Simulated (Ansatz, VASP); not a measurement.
## Nb: VASP beside Ansatz

INCAR

```
SYSTEM = Nb
PREC = Accurate ; ENCUT = 520
EDIFF = 1E-6 ; ISMEAR = 0
SIGMA = 0.05 ; LREAL = .FALSE.
LASPH = .TRUE. ; NELM = 100
ALGO = Fast ; ISIF = 2
LWAVE = .FALSE. ; LCHARG = .FALSE.
GGA = PE ; NBANDS = 12
```

The input KPOINTS:

```
regular mesh
0
G
  14 14 14
  0 0 0
```

POSCAR

```
Nb
1.0
   -1.6557463174      1.6557463174      1.6557463174
    1.6557463174     -1.6557463174      1.6557463174
    1.6557463174      1.6557463174     -1.6557463174
Nb
1
Direct
    0.0000000000      0.0000000000      0.0000000000
```

Input for Ansatz:

```yaml
crystal:
  lattice:
    - [-1.6557463174, 1.6557463174, 1.6557463174]
    - [1.6557463174, -1.6557463174, 1.6557463174]
    - [1.6557463174, 1.6557463174, -1.6557463174]
  atoms:
    - { symbol: Nb, position: [0.0, 0.0, 0.0] }
basis:
  ecutwfc: 420
  ecutrho_ratio: 4
kpoints:
  mp_grid: { grid: [14, 14, 14] }
hamiltonian:
  xc: pbe
scf:
  occupations: { method: gaussian, width: 0.05 }
output:
  forces: true
  stress: true
  eigenvalues: true
```

Alike in both runs: task single point; functional PBE; k mesh 14 × 14 × 14; occupations gaussian, width 0.05 eV; no spin polarisation.

|  | VASP | Ansatz |
| --- | --- | --- |
| version | VASP 6.6.1 | Ansatz 0.2.0 |
| potentials or method | VASP PAW PBE potentials, release 64 (Nb_sv), cutoff 520 eV | scalar-relativistic, plane waves, PAW |
| valence electrons in the cell | 13 | 13 |

Ansatz gave:

| Property | Result |
| --- | --- |
| gap on the k mesh at the Fermi level (eV) | none |
| pressure (GPa) | 0.0 |

Q: Estimate VASP's values.

A: gap on the k mesh at the Fermi level (eV): none; pressure (GPa): -0.3.

A gap of «none» marks a metal or a gap that the smearing closes.
